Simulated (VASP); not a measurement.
# Be6S (C222) in VASP: a series of runs

Runs on Be6S. Level: PBE. Tasks: relaxation of shape and atoms at fixed volume, relaxation of cell and atoms.

Everything below comes from runs of VASP 6.6.1. Logs are shortened: lines on timing, memory, paths and dates and some standing lists are left out, and cuts for length are marked.

### Step 1. The cell of the first run

The structure is orthorhombic, space group C222 (No. 21). The conventional cell has a = 3.313 Å, b = 12.584 Å, c = 3.313 Å, α = 90.00°, β = 90.00°, γ = 90.00°. Be (site symmetry 1) has 1 S at 2.07 Å and 8 Be at 2.16 to 2.40 Å within 2.7 Å. Be (site symmetry 2) has 12 Be at 2.16 to 2.35 Å within 2.9 Å. S (site symmetry 222) has 4 Be at 2.07 Å within 2.7 Å.

### Step 2. Relaxation of shape and atoms at fixed volume, PBE (9.87 Å³/atom)

INCAR

```
SYSTEM = Be6S
  PREC = Accurate
  ENCUT = 600
  EDIFF = 1E-6
  ISMEAR = 0
  SIGMA = 0.1
  LREAL = .FALSE.
  LASPH = .TRUE.
  NELM = 60
  ALGO = Fast
  ISIF = 4
  LWAVE = .FALSE.
  LCHARG = .FALSE.
  GGA = PE
  IBRION = 2
  NSW = 50
  EDIFFG = -0.01
```

KPOINTS

```
regular mesh
0
G
  10 10 10
  0 0 0
```

POSCAR

```
Be6S
1.0
    1.6563264305     -6.2920688864      0.0000000000
    1.6563264305      6.2920688864      0.0000000000
    0.0000000000      0.0000000000      3.3131157860
Be S
6 1
Direct
    0.3948481735      0.1198734532      0.7443515750
    0.8801265468      0.6051518265      0.2556484250
    0.6051518265      0.8801265468      0.7443515750
    0.1198734532      0.3948481735      0.2556484250
    0.0000000000      0.5000000000      0.7519161798
    0.5000000000      0.0000000000      0.2480838202
    0.5000000000      0.5000000000      0.5000000000
```

Potentials or basis: VASP PAW PBE potentials, release 64 (Be, S).

Launch:

```console
$ cat potpaw_PBE.64/Be/POTCAR potpaw_PBE.64/S/POTCAR > POTCAR
$ mpirun -np 1 vasp_std > vasp.out
```

OUTCAR:

```text
SYSTEM = Be6S
   PREC = Accurate
   ENCUT = 600
   EDIFF = 1E-6
   ISMEAR = 0
   LREAL = .FALSE.
   LASPH = .TRUE.
   NELM = 60
   ISIF = 4
   GGA = PE
   IBRION = 2
   NSW = 50
   EDIFFG = -0.01

 ion  position               nearest neighbor table
   1  0.395  0.120  0.744-   7 2.07   5 2.16   6 2.17   6 2.19   5 2.20   2 2.28   2 2.34   2 2.35

   2  0.880  0.605  0.256-   7 2.07   6 2.16   5 2.17   5 2.19   6 2.20   1 2.28   1 2.34   1 2.35

   3  0.605  0.880  0.744-   7 2.07   5 2.16   6 2.17   6 2.19   5 2.20   4 2.28   4 2.34   4 2.35

   4  0.120  0.395  0.256-   7 2.07   6 2.16   5 2.17   5 2.19   6 2.20   3 2.28   3 2.34   3 2.35

   5  0.000  0.500  0.752-   3 2.16   1 2.16   4 2.17   2 2.17   4 2.19   2 2.19   3 2.20   1 2.20
                             6 2.33   6 2.33   6 2.35   6 2.35
   6  0.500  0.000  0.248-   2 2.16   4 2.16   3 2.17   1 2.17   3 2.19   1 2.19   4 2.20   2 2.20
                             5 2.33   5 2.33   5 2.35   5 2.35
   7  0.500  0.500  0.500-   1 2.07   2 2.07   3 2.07   4 2.07

  LATTYP: Found a base centered orthorhombic cell.
 ALAT       =     3.3126528610
 B/A-ratio  =     3.7988096854
 C/A-ratio  =     1.0001397445

  Lattice vectors:

 A1 = (   1.6563264305,  -6.2920688864,   0.0000000000)
 A2 = (   1.6563264305,   6.2920688864,   0.0000000000)
 A3 = (   0.0000000000,   0.0000000000,   3.3131157860)

Analysis of symmetry for initial positions (statically):
=====================================================================
 Subroutine PRICEL returns:
 Original cell was already a primitive cell.

 Routine SETGRP: Setting up the symmetry group for a
 base centered orthorhombic supercell.

 Subroutine GETGRP returns: Found  4 space group operations
 (whereof  4 operations were pure point group operations)
 out of a pool of  8 trial point group operations.

The static configuration has the point symmetry D_2 .

Analysis of symmetry for dynamics (positions and initial velocities):
=====================================================================
 Subroutine PRICEL returns:
 Original cell was already a primitive cell.

 Routine SETGRP: Setting up the symmetry group for a
 base centered orthorhombic supercell.

 Subroutine GETGRP returns: Found  4 space group operations
 (whereof  4 operations were pure point group operations)
 out of a pool of  8 trial point group operations.

The dynamic configuration has the point symmetry D_2 .

 Subroutine INISYM returns: Found  4 space group operations
 (whereof  4 operations are pure point group operations),
 and found     1 'primitive' translations

[... 130 lines left out ...]
   LHFCALC =     F    Hartree Fock is set to
   AEXX    =    0.0000 exact exchange contribution
   IVDW    =     0    specifies the selected vdW correction
   LEPSILON=     F    determine dielectric tensor
   LRPA    =     F    only Hartree local field effects (RPA)
 conjugate gradient relaxation of ions
 non-spin polarized calculation
 RMM-DIIS sequential band-by-band and
 Gauss-broadening in eV      SIGMA  =   0.10
  energy-cutoff  :      600.00
  volume of cell :       69.06
 maximum number of plane-waves:      2330
 NGX is ok and might be reduce to    54
   NGX = 25   NGY = 25   NGZ = 13

--------------------------------------- Ionic step        1  -------------------------------------------

 number of electron      18.0000000 magnetization

 Free energy of the ion-electron system (eV)
  ---------------------------------------------------
  ext. energy  EPLUGINS =         0.00000000
  ---------------------------------------------------
  free energy    TOTEN  =       -26.53740708 eV

  energy without entropy =      -26.53257751  energy(sigma->0) =      -26.53499230

------------------------ aborting loop because EDIFF is reached ----------------------------------------

  FORCE on cell =-STRESS in cart. coord.  units (eV):
  Direction    XX          YY          ZZ          XY          YZ          ZX
  --------------------------------------------------------------------------------------
  -------------------------------------------------------------------------------------
  Total        1.2493100      1.8521296      1.2529975      0.0000000      0.0000000      0.0000000
  in kB       28.9850979     42.9710482     29.0706521      0.0000000      0.0000000      0.0000000
  external PRESSURE =      33.6755994 kB  Pullay stress =       0.0000000 kB
[... 151 lines left out ...]
--------------------------------------- Ionic step        5  -------------------------------------------

 number of electron      18.0000000 magnetization

 Free energy of the ion-electron system (eV)
  ---------------------------------------------------
  ext. energy  EPLUGINS =         0.00000000
  ---------------------------------------------------
  free energy    TOTEN  =       -26.53965614 eV

  energy without entropy =      -26.53515491  energy(sigma->0) =      -26.53740552

 E-fermi :   6.0057     XC(G=0): -10.2553

 val. band max:        5.9920503969   @ k =  -0.1000   0.1000   0.3000
 cond. band min:       6.0347192075   @ k =  -0.4000   0.1000   0.3000
 fundamental gap:      0.0426688106
 Fermi energy:         6.0056656264

 k-point     1 :       0.0000    0.0000    0.0000
  band No.  band energies     occupation
      1      -8.6282      2.00000
      2      -3.3448      2.00000
      3      -2.3231      2.00000
      4       2.9297      2.00000
      5       4.0003      2.00000
      6       4.0260      2.00000
      7       4.3246      2.00000
      8       4.8312      2.00000
      9       6.4640      0.00000
     10       8.0422      0.00000
     11       8.1680      0.00000
     12       9.3137      0.00000
     13      10.8091      0.00000
[... 354 lines left out ...]
  band No.  band energies     occupation
      1      -8.1009      2.00000
      2      -3.2047      2.00000
      3      -0.0780      2.00000
      4       0.2344      2.00000
      5       1.5586      2.00000
      6       2.4749      2.00000
      7       4.2220      2.00000
      8       4.4006      2.00000
      9       5.7719      1.99905
     10       7.9968      0.00000
     11       9.3834      0.00000
     12      10.0106      0.00000
     13      10.8095      0.00000

 [... further k-points ...]

------------------------ aborting loop because EDIFF is reached ----------------------------------------

  FORCE on cell =-STRESS in cart. coord.  units (eV):
  Direction    XX          YY          ZZ          XY          YZ          ZX
  --------------------------------------------------------------------------------------
  -------------------------------------------------------------------------------------
  Total        1.3172169      1.2941968      1.3124807      0.0000000      0.0000000      0.0000000
  in kB       30.5605995     30.0265132     30.4507155      0.0000000      0.0000000      0.0000000
  external PRESSURE =      30.3459427 kB  Pullay stress =       0.0000000 kB
[... 22 lines left out ...]
  FREE ENERGIE OF THE ION-ELECTRON SYSTEM (eV)
  ---------------------------------------------------
  free  energy   TOTEN  =       -26.5396561444 eV

  energy  without entropy=      -26.5351549054  energy(sigma->0) =      -26.53740552

 reached required accuracy - stopping structural energy minimisation
```

OSZICAR:

```text
N       E                     dE             d eps       ncg     rms          rms(c)
DAV:   1     0.492846401407E+02    0.49285E+02   -0.81679E+03  4836   0.133E+03
DAV:   2    -0.232482820426E+02   -0.72533E+02   -0.68755E+02  6562   0.214E+02
DAV:   3    -0.278914115460E+02   -0.46431E+01   -0.44356E+01  6612   0.518E+01
[... 33 lines left out ...]
       N       E                     dE             d eps       ncg     rms          rms(c)
DAV:   1    -0.265396704030E+02   -0.87508E-04   -0.41650E-03  5581   0.440E-01    0.260E-02
RMM:   2    -0.265396597026E+02    0.10700E-04   -0.13206E-04  4836   0.902E-02    0.118E-02
RMM:   3    -0.265396561928E+02    0.35098E-05   -0.19243E-05  4834   0.322E-02    0.531E-03
RMM:   4    -0.265396561444E+02    0.48372E-07   -0.38981E-06  3776   0.159E-02
   5 F= -.26539656E+02 E0= -.26537406E+02  d E =-.283253E-03
```

CONTCAR:

```text
Be6S
   1.00000000000000
     1.6516238512393053   -6.3202067587349919    0.0000000000000000
     1.6516238512393053    6.3202067587349919    0.0000000000000000
     0.0000000000000000    0.0000000000000000    3.3077568891118569
  Be              S
     6     1
Direct
     0.3930558516944656    0.1188064175130698    0.7456543024055804
     0.8811935824869301    0.6069441483055344    0.2543456975944197
     0.6069441483055344    0.8811935824869301    0.7456543024055804
     0.1188064175130698    0.3930558516944656    0.2543456975944197
     0.0000000000000000    0.5000000000000000    0.7513328414846699
     0.5000000000000000    0.0000000000000000    0.2486671585153301
     0.5000000000000000    0.5000000000000000    0.5000000000000000

  0.00000000E+00  0.00000000E+00  0.00000000E+00
  0.00000000E+00  0.00000000E+00  0.00000000E+00
  0.00000000E+00  0.00000000E+00  0.00000000E+00
  0.00000000E+00  0.00000000E+00  0.00000000E+00
  0.00000000E+00  0.00000000E+00  0.00000000E+00
  0.00000000E+00  0.00000000E+00  0.00000000E+00
  0.00000000E+00  0.00000000E+00  0.00000000E+00
```

Wall time 9.5 min (1 thread of Oxide Virtual Turin-like, shared host); peak memory 0.37 GiB.

Results:

- Free energy: -26.5397 eV
- Energy gained by relaxing: 0.3 meV/atom
- Ionic steps: 5
- Pressure after relaxing: 3.0 GPa
- Largest force after relaxing: 0.005 eV/Å
- Band gap on the k mesh: zero (bands 9 and 10 overlap by 4.02 eV)

Forces in eV/Å, atoms in the order of the input:
```
Be   0.002 -0.002  0.002
Be  -0.002 -0.002 -0.002
Be  -0.002  0.002  0.002
Be   0.002  0.002 -0.002
Be   0.000  0.000 -0.005
Be   0.000  0.000  0.005
S    0.000  0.000  0.000
```

The path:
```
step  energy change (eV)  largest force (eV/Å)  pressure (GPa)  volume (Å³)
   1              0.0000                0.0671            3.37        69.06
   2             -0.0017                0.0362            3.18        69.06
   3             -0.0020                0.0291            3.07        69.06
   4             -0.0022                0.0147            3.06        69.06
   5             -0.0022                0.0051            3.03        69.06
```

Final structure:
```
CELL_PARAMETERS angstrom
1.65162 -6.32021 0.00000
1.65162 6.32021 0.00000
0.00000 0.00000 3.30776
ATOMIC_POSITIONS crystal
Be 0.39306 0.11881 0.74565
Be 0.88119 0.60694 0.25435
Be 0.60694 0.88119 0.74565
Be 0.11881 0.39306 0.25435
Be 0.00000 0.50000 0.75133
Be 0.50000 0.00000 0.24867
S 0.50000 0.50000 0.50000
```

### Step 3. Relaxation of cell and atoms, PBE

This run uses another cell than the first one, of 10.21 Å³/atom.

INCAR

```
ALGO     = Fast           # electronic algorithm
EDIFF    = 1E-7           # SCF threshold, eV
EDIFFG   = -0.01          # ionic threshold
ENCUT    = 600            # plane-wave cutoff, eV
GGA      = PE             # functional
IBRION   = 2              # ionic algorithm
ISIF     = 3              # what is computed and relaxed
ISMEAR   = 0              # smearing method
LASPH    = True           # aspherical terms in the spheres
LCHARG   = False          # write CHGCAR
LREAL    = False          # projectors in reciprocal space
LWAVE    = False          # write WAVECAR
NELM     = 60             # most SCF steps
NSW      = 100            # ionic steps
PREC     = Accurate       # precision mode
SIGMA    = 0.1            # smearing width, eV
```

KPOINTS

```
k-points
0
Gamma
  10 10 10
```

POSCAR

```
Be6S
1.0
    1.6831242783     -6.3021858777      0.0000000000
    1.6831242783      6.3021858777      0.0000000000
    0.0000000000      0.0000000000      3.3698348632
Be S
6 1
Direct
    0.3945372812      0.1181201624      0.7453001133
    0.8818798376      0.6054627188      0.2546998867
    0.6054627188      0.8818798376      0.7453001133
    0.1181201624      0.3945372812      0.2546998867
    0.0000000000      0.5000000000      0.7557714194
    0.5000000000      0.0000000000      0.2442285806
    0.5000000000      0.5000000000      0.5000000000
```

Potentials or basis: VASP PAW PBE potentials, release 64 (Be, S).

Launch:

```console
$ cat potpaw_PBE.64/Be/POTCAR potpaw_PBE.64/S/POTCAR > POTCAR
$ mpirun -np 1 vasp_std > vasp.out
```

Wall time 19 min (1 thread of Oxide Virtual Turin-like, shared host); peak memory 0.37 GiB.

Results (log left out):

```yaml
Free_energy: -26.5600 eV
Relaxed_volume: 10.18 Å³/atom
Relaxed_cell: a = 6.576 Å, b = 6.576 Å, c = 3.347 Å, α = 90.00°, β = 90.00°, γ = 150.51°
Space_group_after_relaxing_to_0.1_Å: C222 (No. 21)
Energy_gained_by_relaxing: 1.1 meV/atom
Ionic_steps: 6
Pressure_after_relaxing: 0.0 GPa
Largest_force_after_relaxing: 0.007 eV/Å
Band_gap_on_the_k_mesh: zero (bands 9 and 10 overlap by 3.89 eV)
```

Forces in eV/Å, atoms in the order of the input:
```
Be   0.000  0.000  0.007
Be   0.000  0.000 -0.007
Be   0.000  0.000  0.007
Be   0.000  0.000 -0.007
Be   0.000  0.000 -0.006
Be   0.000  0.000  0.006
S    0.000  0.000  0.000
```

The path:
```tsv
step	energy change (eV)	largest force (eV/Å)	pressure (GPa)	volume (Å³)
1	0.0000	0.0757	0.03	71.49
2	-0.0046	0.0557	-0.16	71.51
3	-0.0064	0.0438	-0.37	71.52
4	-0.0073	0.0169	0.04	71.23
5	-0.0073	0.0143	0.09	71.20
6	-0.0074	0.0074	0.01	71.25
```

Final structure:
```xyz
7
Lattice="1.6736 -6.3591 0.0000 1.6736 6.3591 0.0000 0.0000 0.0000 3.3473" Properties=species:S:1:pos:R:3 pbc="T T T"
Be    0.8613   -1.7486    2.4905
Be    2.4859   -1.7486    0.8568
Be    2.4859    1.7486    2.4905
Be    0.8613    1.7486    0.8568
Be    0.8368    3.1796    2.5181
Be    2.5104    3.1796    0.8292
S     1.6736    0.0000    1.6736
```

Levels at points of the mesh, in eV from the Fermi level:
```
           k point  band 5  band 6  band 7  band 8  band 9  band 10  band 11  band 12  band 13
(0.00, 0.00, 0.00)   -2.03   -2.02   -1.66   -1.19    0.43     2.04     2.12     3.16     4.71
(0.50, 0.00, 0.00)   -5.02   -3.56   -1.58   -1.36    1.14     1.53     1.71     4.19     4.23
(0.50, 0.50, 0.00)   -2.03   -2.02   -1.62   -1.39    0.86     1.60     3.16     3.76     4.72
(0.00, 0.00, 0.50)   -5.34   -4.09   -1.56   -0.65    1.82     1.86     2.64     3.12     3.58
(0.50, 0.00, 0.50)   -4.96   -4.95   -3.71   -3.08   -2.39    -2.07     1.92     2.48     2.66
(0.50, 0.50, 0.50)   -4.61   -2.88   -2.07   -1.58    0.03     1.34     1.80     4.09     5.30
```

The gap in the log of VASP goes by the Fermi energy; the results here count the filled bands.